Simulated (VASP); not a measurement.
# B in VASP: a series of runs

Runs on B. Level: PBE. Tasks: single point, relaxation of cell and atoms.

Program: VASP 6.6.1. These are calculated values, not measurements. Logs are shortened: lines on timing, memory, paths and dates and some standing lists are left out, and cuts for length are marked.

### 1 The cell of the first run

The typed cell holds 1 atom: a = 1.608 Å, b = 2.278 Å, c = 2.277 Å, α = 82.99°, β = 69.85°, γ = 69.92°.

The cell was generated, and may not be a known phase.

### 2 Single point, PBE

INCAR

```
SYSTEM = B
  PREC = Accurate
  ENCUT = 520
  EDIFF = 1E-7
  ISMEAR = 0
  SIGMA = 0.1
  LREAL = .FALSE.
  LASPH = .TRUE.
  NELM = 100
  ALGO = Normal
  ISIF = 2
  LWAVE = .FALSE.
  LCHARG = .FALSE.
  GGA = PE
  NBANDS = 8
```

KPOINTS

```
Automatic mesh
0
G
  10 8 8
  0 0 0
```

POSCAR

```
B
1.0
    1.6046631859      0.0821830957      0.0720188763
    0.6907435627      2.1401529180     -0.3638350506
    0.6679963314      0.4425303081      2.1315631066
B
1
Direct
    0.5000000000      0.5000000000      0.5000000000
```

Potentials or basis: VASP PAW PBE potentials, release 64 (B).

Run with:

```sh
cat potpaw_PBE.64/B/POTCAR > POTCAR
mpirun -np 1 vasp_std > vasp.out
```

OUTCAR:

```text
SYSTEM = B
   PREC = Accurate
   ENCUT = 520
   EDIFF = 1E-7
   ISMEAR = 0
   LREAL = .FALSE.
   LASPH = .TRUE.
   NELM = 100
   ISIF = 2
   GGA = PE

 ion  position               nearest neighbor table
   1  0.500  0.500  0.500-

  LATTYP: Found a triclinic cell.
 ALAT       =     3.0312388210
 B/A-ratio  =     1.4117768314
 C/A-ratio  =     0.7512420961
 COS(alpha) =     0.0004236220
 COS(beta)  =     0.6601430606
 COS(gamma) =     0.7089317772

  Lattice vectors:

 A1 = (   0.2459232918,  -2.5005001304,  -1.6957091797)
 A2 = (   0.2231760605,  -4.1981227403,   0.7996889775)
 A3 = (  -0.6679963314,  -0.4425303081,  -2.1315631066)

Analysis of symmetry for initial positions (statically):
=====================================================================
 Subroutine PRICEL returns:
 Original cell was already a primitive cell.

 Routine SETGRP: Setting up the symmetry group for a
 triclinic supercell.

 Subroutine GETGRP returns: Found  2 space group operations
 (whereof  2 operations were pure point group operations)
 out of a pool of  2 trial point group operations.

The static configuration has the point symmetry S_2 .

Analysis of symmetry for dynamics (positions and initial velocities):
=====================================================================
 Subroutine PRICEL returns:
 Original cell was already a primitive cell.

 Routine SETGRP: Setting up the symmetry group for a
 triclinic supercell.

 Subroutine GETGRP returns: Found  2 space group operations
 (whereof  2 operations were pure point group operations)
 out of a pool of  2 trial point group operations.

The dynamic configuration has the point symmetry S_2 .

 Subroutine INISYM returns: Found  2 space group operations
 (whereof  2 operations are pure point group operations),
 and found     1 'primitive' translations

----------------------------------------------------------------------------------------

                                     Primitive cell

  volume of cell :       7.3567

  direct lattice vectors                    reciprocal lattice vectors
     1.604663186  0.082183096  0.072018876     0.641982663 -0.233175485 -0.152777482
     0.690743563  2.140152918 -0.363835051    -0.019479898  0.458402382 -0.089063489
     0.667996331  0.442530308  2.131563107    -0.025015604  0.086122663  0.459098978

  length of vectors
     1.608379532  2.278103844  2.277194206     0.699895354  0.467380482  0.467776405

  position of ions in fractional coordinates (direct lattice)
     0.500000000  0.500000000  0.500000000

  ion indices of the primitive-cell ions
   primitive index   ion index
                 1           1

----------------------------------------------------------------------------------------

 KPOINTS: Automatic mesh

Automatic generation of k-mesh.
 Grid dimensions read from file:
 generate k-points for:   10    8    8

 Generating k-lattice:

  Cartesian coordinates                     Fractional coordinates (reciprocal lattice)
     0.064198266 -0.023317549 -0.015277748     0.100000000 -0.000000000 -0.000000000
    -0.002434987  0.057300298 -0.011132936    -0.000000000  0.125000000  0.000000000
    -0.003126951  0.010765333  0.057387372     0.000000000  0.000000000  0.125000000

  Length of vectors
     0.069989535  0.058422560  0.058472051

  Shift w.r.t. Gamma in fractional coordinates (k-lattice)
     0.000000000  0.000000000  0.000000000

 Subroutine IBZKPT returns following result:
 ===========================================

 Found    324 irreducible k-points:

 Following reciprocal coordinates:
            Coordinates               Weight
  0.000000  0.000000  0.000000      1.000000
  0.100000  0.000000 -0.000000      2.000000
  0.200000  0.000000 -0.000000      2.000000
  0.300000  0.000000 -0.000000      2.000000
  0.400000  0.000000  0.000000      2.000000
  0.500000  0.000000  0.000000      1.000000
[... 16 lines left out ...]
 -0.400000  0.250000 -0.000000      2.000000
 -0.300000  0.250000 -0.000000      2.000000
 [... further k-points ...]
   k-points           NKPTS =    324   k-points in BZ     NKDIM =    324   number of bands    NBANDS=      8
   number of dos      NEDOS =    301   number of ions     NIONS =      1
   total plane-waves  NPLWV =   3888
   dimension x,y,z NGX =    12 NGY =   18 NGZ =   18
   dimension x,y,z NGXF=    24 NGYF=   36 NGZF=   36
   ions per type =               1
   NGX,Y,Z   is equivalent  to a cutoff of  12.40, 13.14, 13.14 a.u.
   NGXF,Y,Z  is equivalent  to a cutoff of  24.81, 26.27, 26.28 a.u.
 SYSTEM =  B
   PREC   = accura    normal or accurate (medium, high low for compatibility)
   ISTART =      0    job   : 0-new  1-cont  2-samecut
   ICHARG =      2    charge: 1-file 2-atom 10-const
   ISPIN  =      1    spin polarized calculation?
   LNONCOLLINEAR =      F non collinear calculations
   LSORBIT =      F    spin-orbit coupling
   LASPH  =      T    aspherical Exc in radial PAW
   ENCUT  =  520.0 eV  38.22 Ry    6.18 a.u.   2.99  4.24  4.23*2*pi/ulx,y,z
   NELM   =    100;   NELMIN=  2; NELMDL= -5     # of ELM steps
   EDIFF  = 0.1E-06   stopping-criterion for ELM
   LREAL  =      F    real-space projection
   EDIFFG = 0.1E-05   stopping-criterion for IOM
   NSW    =      0    number of steps for IOM
   IBRION =     -1    ionic relax: 0-MD 1-quasi-New 2-CG
   NFREE  =      0    steps in history (QN), initial steepest desc. (CG)
   ISIF   =      2    stress and relaxation
   ISYM   =      2    0-nonsym 1-usesym 2-fastsym
   POTIM  = 0.5000    time-step for ionic-motion
   TEBEG  =    0.0;   TEEND  =   0.0 temperature during run
   PSTRESS=    0.0 pullay stress
   NELECT =       3.0000    total number of electrons
   NUPDOWN=      -1.0000    fix difference up-down
   EMIN   =  10.00;   EMAX   =-10.00  energy-range for DOS
   EFERMI =   0.00;   METHOD = LEGACY
   ISMEAR =     0;   SIGMA  =   0.10  broadening in eV -4-tet -1-fermi 0-gaus
   EFERMI_NEDOS =   21; number of points for ismear=-14 and -15
   IALGO  =     38    algorithm
   IMIX   =      4    mixing-type and parameters
     AMIX     =   0.40;   BMIX     =  1.00
     AMIX_MAG =   1.60;   BMIX_MAG =  1.00
  volume/ion in A,a.u.               =       7.36        49.65
  Fermi-wavevector in a.u.,A,eV,Ry     =   1.214006  2.294138 20.052402  1.473810
  Thomas-Fermi vector in A             =   2.349439
   LORBIT       =      0    0 simple, 1 ext, 2 COOP (PROOUT), +10 PAW based schemes
   GGA     = PE    functional components
   LHFCALC =     F    Hartree Fock is set to
   AEXX    =    0.0000 exact exchange contribution
   IVDW    =     0    specifies the selected vdW correction
   LEPSILON=     F    determine dielectric tensor
   LRPA    =     F    only Hartree local field effects (RPA)
 non-spin polarized calculation
 Gauss-broadening in eV      SIGMA  =   0.10
  energy-cutoff  :      520.00
  volume of cell :        7.36
 maximum number of plane-waves:       211
   NGX =  5   NGY =  9   NGZ =  9

 number of electron       3.0000000 magnetization

 Free energy of the ion-electron system (eV)
  ---------------------------------------------------
  ext. energy  EPLUGINS =         0.00000000
  ---------------------------------------------------
  free energy    TOTEN  =        -5.89057624 eV

  energy without entropy =       -5.89013658  energy(sigma->0) =       -5.89035641

 E-fermi :   7.1599     XC(G=0): -11.8404

 val. band max:        7.0885414518   @ k =  -0.2000   0.3750   0.5000
 cond. band min:       7.2233417471   @ k =   0.2000   0.5000   0.5000
 fundamental gap:      0.1348002954
 Fermi energy:         7.1599164041

 k-point     1 :       0.0000    0.0000    0.0000
  band No.  band energies     occupation
      1      -8.8293      2.00000
      2      13.5091      0.00000
      3      13.5582      0.00000
      4      23.6820      0.00000
      5      26.3309      0.00000
      6      33.7921      0.00000
      7      48.8760      0.00000
      8      49.2670      0.00000

 k-point     2 :       0.1000    0.0000   -0.0000
  band No.  band energies     occupation
      1      -8.2613      2.00000
      2      13.3378      0.00000
      3      13.7121      0.00000
      4      25.1576      0.00000
      5      25.2333      0.00000
      6      34.0107      0.00000
      7      45.7393      0.00000
      8      48.0336      0.00000

 k-point     3 :       0.2000    0.0000   -0.0000
  band No.  band energies     occupation
      1      -6.5792      2.00000
      2      13.3150      0.00000
      3      14.0068      0.00000
      4      22.5873      0.00000
      5      28.8991      0.00000
      6      34.4662      0.00000
      7      40.0353      0.00000
      8      41.8441      0.00000

 k-point     4 :       0.3000    0.0000   -0.0000
  band No.  band energies     occupation
      1      -3.8831      2.00000
      2      13.8928      0.00000
      3      14.0204      0.00000
      4      19.2490      0.00000
      5      31.4824      0.00000
      6      33.2232      0.00000
      7      35.7901      0.00000
      8      38.1584      0.00000

 k-point     5 :       0.4000    0.0000    0.0000
  band No.  band energies     occupation
      1      -0.5589      2.00000
      2      12.2718      0.00000
      3      15.4237      0.00000
      4      16.5162      0.00000
      5      27.7527      0.00000
      6      29.8674      0.00000
      7      36.6539      0.00000
      8      43.7715      0.00000

 k-point     6 :       0.5000    0.0000    0.0000
  band No.  band energies     occupation
      1       1.5339      2.00000
      2      10.3210      0.00000
      3      15.8257      0.00000
      4      16.3930      0.00000
      5      25.6049      0.00000
      6      28.8623      0.00000
      7      37.2100      0.00000
      8      42.6763      0.00000

 k-point     7 :       0.0000    0.1250    0.0000
  band No.  band energies     occupation
      1      -8.4090      2.00000
      2      10.6907      0.00000
      3      13.8496      0.00000
      4      25.3908      0.00000
      5      28.2991      0.00000
      6      33.6015      0.00000
      7      44.0021      0.00000
      8      46.2998      0.00000
[... 133 lines left out ...]
 k-point    20 :       0.3000    0.2500   -0.0000
  band No.  band energies     occupation
      1      -4.1413      2.00000
      2      13.7694      0.00000
      3      15.2791      0.00000
      4      19.4941      0.00000
      5      30.7943      0.00000
      6      33.0417      0.00000
      7      35.8602      0.00000
      8      37.5677      0.00000

 k-point    21 :       0.4000    0.2500    0.0000
  band No.  band energies     occupation
      1      -1.2754      2.00000
      2      13.2748      0.00000
      3      16.4414      0.00000
      4      17.3753      0.00000
      5      27.3717      0.00000
      6      29.7329      0.00000
      7      36.9214      0.00000
      8      38.9141      0.00000

 k-point    22 :       0.5000    0.2500   -0.0000
  band No.  band energies     occupation
      1       1.5575      2.00000
      2      12.0774      0.00000
      3      13.0784      0.00000
      4      16.2353      0.00000
      5      28.2933      0.00000
      6      29.3059      0.00000
      7      35.5169      0.00000
      8      39.1012      0.00000

 k-point    23 :      -0.4000    0.2500   -0.0000
  band No.  band energies     occupation
      1       2.0044      2.00000
      2       8.2550      0.00000
      3      13.2187      0.00000
      4      16.8012      0.00000
      5      28.9092      0.00000
      6      29.9017      0.00000
      7      37.3674      0.00000
      8      41.0994      0.00000

 k-point    24 :      -0.3000    0.2500   -0.0000
  band No.  band energies     occupation
      1      -0.5776      2.00000
      2       5.5903      2.00000
      3      15.4625      0.00000
      4      18.7100      0.00000
      5      29.1920      0.00000
      6      32.6232      0.00000
      7      38.5749      0.00000
      8      42.3793      0.00000

 [... further k-points ...]

------------------------ aborting loop because EDIFF is reached ----------------------------------------

  FORCE on cell =-STRESS in cart. coord.  units (eV):
  Direction    XX          YY          ZZ          XY          YZ          ZX
  --------------------------------------------------------------------------------------
  -------------------------------------------------------------------------------------
  Total       -0.0075258     -0.0067498      0.0023222      0.0035717      0.0009936     -0.0038966
  in kB       -1.6390041     -1.4700043      0.5057286      0.7778538      0.2163831     -0.8486174
  external PRESSURE =      -0.8677600 kB  Pullay stress =       0.0000000 kB

 VOLUME and BASIS-vectors are now :
 -----------------------------------------------------------------------------
  energy-cutoff  :      520.00
  volume of cell :        7.36
      direct lattice vectors                 reciprocal lattice vectors
     1.604663186  0.082183096  0.072018876     0.641982663 -0.233175485 -0.152777482
     0.690743563  2.140152918 -0.363835051    -0.019479898  0.458402382 -0.089063489
     0.667996331  0.442530308  2.131563107    -0.025015604  0.086122663  0.459098978

 POSITION                                       TOTAL-FORCE (eV/Angst)
 -----------------------------------------------------------------------------------
      1.48170      1.33243      0.91987         0.000000     -0.000000      0.000000
 -----------------------------------------------------------------------------------
    total drift:                                0.000000      0.000000     -0.000000

  FREE ENERGIE OF THE ION-ELECTRON SYSTEM (eV)
  ---------------------------------------------------
  free  energy   TOTEN  =        -5.8905762400 eV

  energy  without entropy=       -5.8901365837  energy(sigma->0) =       -5.89035641
```

It took 4.6 s on 1 thread of Intel Xeon 6975P-C (Granite Rapids), shared host; peak memory 0.11 GiB.

What came out:

- Free energy: -5.8906 eV
- Pressure: -0.1 GPa
- Band gap on the k mesh: zero (an odd number of electrons rules out a gap without spin polarisation)

Stress tensor (GPa, compression positive):
```
-0.16  0.08 -0.08
 0.08 -0.15  0.02
-0.08  0.02  0.05
```

Levels at points of the mesh, in eV from the Fermi level:
```tsv
k point	band 1	band 2	band 3	band 4	band 5	band 6
(0.00, 0.00, 0.00)	-15.99	6.35	6.40	16.52	19.17	26.63
(0.50, 0.00, 0.00)	-5.63	3.16	8.67	9.23	18.44	21.70
(0.00, 0.50, 0.00)	-9.52	-9.05	8.90	23.66	24.28	25.44
(0.50, 0.50, 0.00)	-5.49	3.44	8.34	9.13	18.13	21.42
(0.00, 0.00, 0.50)	-9.50	-9.05	8.88	23.63	24.25	25.43
(0.50, 0.00, 0.50)	-5.51	3.41	8.36	9.14	18.15	21.44
(0.00, 0.50, 0.50)	-4.77	-4.68	-2.65	4.95	23.99	40.39
(0.50, 0.50, 0.50)	-5.41	3.62	8.36	8.89	18.09	21.28
```

Caveat: the k points lie up to 0.44 Å⁻¹ apart, too coarse for converged energies and pressures of a metal.

### 3 Single point, PBE

This run uses another cell than the first one, of 6.94 Å³/atom.

INCAR

```
SYSTEM = B
PREC = Accurate
ENCUT = 520
EDIFF = 1E-6
ISMEAR = 0
SIGMA = 0.1
LREAL = .FALSE.
LASPH = .TRUE.
NELM = 100
ALGO = Normal
ISIF = 2
LWAVE = .FALSE.
LCHARG = .FALSE.
GGA = PE
NBANDS = 8
```

KPOINTS

```
Automatic mesh
0
G
  38 38 38
  0 0 0
```

POSCAR

```
B
1.0
   -1.4630492231      1.4630492231      0.8105693602
    1.4630492231     -1.4630492231      0.8105693602
    1.4630492231      1.4630492231     -0.8105693602
B
1
Direct
    0.5000000000      0.5000000000      0.0000000000
```

Potentials or basis: VASP PAW PBE potentials, release 64 (B).

Run with:

```sh
cat potpaw_PBE.64/B/POTCAR > POTCAR
mpirun -np 1 vasp_std > vasp.out
```

Run time: 79 s. Hardware: 1 thread of Intel Xeon 6975P-C (Granite Rapids), shared host; peak memory 0.28 GiB.

The run converged. Its results:

```yaml
Free_energy: -5.8935 eV
Pressure: -0.1 GPa
Band_gap_on_the_k_mesh: zero (an odd number of electrons rules out a gap without spin polarisation)
```

Stress tensor (GPa, compression positive):
```
-0.15  0.00  0.00
 0.00 -0.15  0.00
 0.00  0.00 -0.03
```

Levels at points of the mesh, in eV from the Fermi level:
```tsv
k point	band 1	band 2	band 3	band 4	band 5
(0.00, 0.00, 0.00)	-16.76	7.22	7.22	17.50	20.70
(0.50, 0.00, 0.00)	-6.02	2.69	8.47	8.85	18.34
(0.50, 0.50, 0.00)	-9.65	-9.58	10.01	24.62	25.18
(0.50, 0.50, 0.50)	-4.88	-4.88	-1.87	4.94	22.81
```

### 4 Relaxation of cell and atoms, PBE

This run uses another cell than the first one, of the same volume but with other edges.

INCAR

```
PREC = Accurate
ENCUT = 600
EDIFF = 1E-6
ISMEAR = 0
SIGMA = 0.1
LREAL = F
LASPH = T
NELM = 60
ALGO = Normal
ISIF = 3
LWAVE = F
LCHARG = F
GGA = PE
IBRION = 2
NSW = 100
EDIFFG = -0.01
```

KPOINTS

```
regular mesh
0
Gamma
  38 38 38
```

POSCAR

```
B
1.0
   -1.5123564204      1.5123564204      0.8041897662
    1.5123564204     -1.5123564204      0.8041897662
    1.5123564204      1.5123564204     -0.8041897662
B
1
Direct
    0.5000000000      0.5000000000      0.0000000000
```

Run with:

```sh
cat potpaw_PBE.64/B/POTCAR > POTCAR
mpirun -np 1 vasp_std > vasp.out
```

Run time: 2.8 min. Hardware: 1 thread of Intel Xeon 6975P-C (Granite Rapids), shared host; peak memory 0.29 GiB.

Results (log left out):

| Property | Result |
| --- | --- |
| Free energy | -5.8945 eV |
| Relaxed volume | 6.93 Å³/atom |
| Relaxed cell | a = 2.221 Å, b = 2.221 Å, c = 2.221 Å, α = 97.66°, β = 97.66°, γ = 137.18° |
| Space group after relaxing (to 0.1 Å) | I4/mmm (No. 139) |
| Energy gained by relaxing | 10.1 meV/atom |
| Ionic steps | 8 |
| Pressure after relaxing | 0.0 GPa |
| Band gap on the k mesh | zero (an odd number of electrons rules out a gap without spin polarisation) |

Step by step:
| step | energy change (eV) | largest force (eV/Å) | pressure (GPa) | volume (Å³) |
| --- | --- | --- | --- | --- |
| 1 | 0.0000 | 0.0000 | -1.55 | 7.36 |
| 2 | -0.0044 | 0.0000 | -5.95 | 7.28 |
| 3 | -0.0044 | 0.0000 | -5.75 | 7.28 |
| 4 | -0.0079 | 0.0000 | -3.90 | 7.14 |
| 5 | -0.0099 | 0.0000 | -1.21 | 6.96 |
| 6 | -0.0100 | 0.0000 | -0.66 | 6.93 |
| 7 | -0.0101 | 0.0000 | 0.15 | 6.93 |
| 8 | -0.0101 | 0.0000 | 0.00 | 6.93 |

Final structure:
```xyz
1
Lattice="-1.4619 1.4619 0.8106 1.4619 -1.4619 0.8106 1.4619 1.4619 -0.8106" Properties=species:S:1:pos:R:3 pbc="T T T"
B     1.4619    1.4619    0.0000
```

Levels at points of the mesh, in eV from the Fermi level:
| k point | band 1 | band 2 | band 3 | band 4 | band 5 |
| --- | --- | --- | --- | --- | --- |
| (0.00, 0.00, 0.00) | -16.78 | 7.24 | 7.24 | 17.52 | 20.73 |
| (0.50, 0.00, 0.00) | -6.03 | 2.68 | 8.47 | 8.85 | 18.34 |
| (0.50, 0.50, 0.00) | -9.67 | -9.58 | 10.04 | 24.61 | 25.22 |
| (0.50, 0.50, 0.50) | -4.88 | -4.88 | -1.85 | 4.94 | 22.79 |

### 5 Overview

| task | cell | k mesh | cutoff (eV) | gap on the mesh (eV) | pressure (GPa) |
| --- | --- | --- | --- | --- | --- |
| single point | a = 1.608, b = 2.278, c = 2.277 Å, angles 83.0, 69.8, 69.9°, 1 atom | 10 × 8 × 8 | 520 | none | -0.1 |
| single point | a = 2.222 Å, angles 97.6, 97.6, 137.2°, 1 atom | 38 × 38 × 38 | 520 | none | -0.1 |
| relaxation of cell and atoms | relaxed from a = 2.285 Å, angles 97.1, 97.1, 138.8°, 1 atom | 38 × 38 × 38 | 600 | none | 0.0 |

Alike in all rows: level PBE; potentials or basis VASP PAW PBE potentials, release 64 (B); no spin polarisation; smearing gaussian 0.1 eV.

Caveats: some runs use coarse meshes.

Absolute energies hang on the potentials; compare differences alone.

The gap in the log of VASP goes by the Fermi energy; the results here count the filled bands.